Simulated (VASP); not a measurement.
**NiO: single point with PBEsol**

NiO:

```
Ni O
1.0
     0.00000    2.04332    2.04332
     2.04332    0.00000    2.04332
     2.04332    2.04332    0.00000
Ni O
1 1
Direct
  0.00000 0.00000 0.00000
  0.50000 0.50000 0.50000
```

```json
{"Program": "VASP 6.6.1", "Task": "single point", "Functional": "PBEsol", "Potentials or basis": "VASP PAW PBE potentials, release 64 (Ni, O)", "Cutoff": "520 eV", "k mesh": "11 × 11 × 11", "Occupations": "fermi-dirac, width 0.05 eV", "Spin": "collinear spin, ferromagnetic start", "Starting moments": "[1.0, 0.0] μB"}
```

The pressure is 2.9 GPa, the net moment is 0.82 μB per cell and the site moments are Ni +0.69; O +0.10 μB. The valence electrons inside the program's atomic spheres are Ni 9.18; O 4.95.

Levels at points of the mesh, in eV from the Fermi level:
Spin up:
```csv
k point,band 6,band 7,band 8,band 9,band 10,band 11,band 12,band 13
"(0.00, 0.00, 0.00)",-2.38,-2.35,-2.35,-2.35,1.86,17.81,19.37,19.37
```
Spin down:
| k point | band 6 | band 7 | band 8 | band 9 | band 10 | band 11 |
| --- | --- | --- | --- | --- | --- | --- |
| (0.00, 0.00, 0.00) | -1.92 | -1.92 | -1.28 | -1.28 | 2.02 | 17.80 |

It took 96 s on 1 thread of Intel Xeon 8259CL (shared host), peak memory 0.17 GiB.

Caveat: the PAW data sets were made with another functional, which shifts forces and pressure a little; a cell with one magnetic atom can't hold antiferromagnetic order, which such compounds often take; semilocal functionals often make such compounds metallic where correlation or magnetic order opens a gap, which also shifts bond lengths. With open d or f shells a metallic result of PBEsol can be an artefact of self-interaction; +U or a hybrid may open a gap.
